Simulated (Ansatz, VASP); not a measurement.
Pt: VASP beside Ansatz

File INCAR:

```
SYSTEM = Pt
PREC = Accurate ; ENCUT = 520
EDIFF = 1E-7 ; ISMEAR = 0
SIGMA = 0.15 ; LREAL = .False.
LASPH = .True. ; NELM = 80
ALGO = Fast ; ISIF = 2
LWAVE = .False. ; LCHARG = .False.
GGA = PS ; NBANDS = 11
```

KPOINTS

```
Automatic mesh
0
Gamma
  22 22 22
  0 0 0
```

The input POSCAR:

```
Pt
1.0
   -1.3537846252      1.5674222191      1.5674222191
    1.5674222191     -1.3537846252      1.5674222191
    1.5674222191      1.5674222191     -1.3537846252
Pt
1
Direct
    0.0000000000      0.0000000000      0.0000000000
```

Input for Ansatz:

```yaml
crystal:
  lattice:
    - [-1.3537846252, 1.5674222191, 1.5674222191]
    - [1.5674222191, -1.3537846252, 1.5674222191]
    - [1.5674222191, 1.5674222191, -1.3537846252]
  atoms:
    - { symbol: Pt, position: [0.0, 0.0, 0.0] }
basis:
  ecutwfc: 420
kpoints:
  mp_grid: { grid: [22, 22, 22] }
hamiltonian:
  xc: pbesol
  pseudopotentials: { kind: paw, azcp: { folder: soft_1 } }
scf:
  occupations: { method: gaussian, width: 0.15 }
output:
  forces: true
  stress: true
  eigenvalues: true
```

Alike in both runs: task single point; functional PBEsol; k mesh 22 × 22 × 22; occupations gaussian, width 0.15 eV; no spin polarisation.

```csv
,VASP,Ansatz
version,VASP 6.6.1,Ansatz 0.2.0
potentials or method,"VASP PAW PBE potentials, release 64 (Pt), cutoff 520 eV","scalar-relativistic, plane waves, PAW"
valence electrons in the cell,10,18
```

```tsv
	VASP	Ansatz	Ansatz less VASP
gap on the k mesh at the Fermi level (eV)	none	none	-
pressure (GPa)	11.4	11.8	+0.34
traceless stress, the component that is largest in VASP (GPa)	-9.38	-9.39	-0.011
```

VASP's potentials were made for PBE, not for PBEsol, and Ansatz warns of the same on its side. A gap of «none» marks a metal or a gap that the smearing closes. With one functional, cell and mesh, what is left measures potentials, basis and numerics. VASP's potentials hold 10 valence electrons a cell and Ansatz's 18, so a difference there can come from the potentials and not from the codes.

Neither program's run includes spin-orbit coupling.
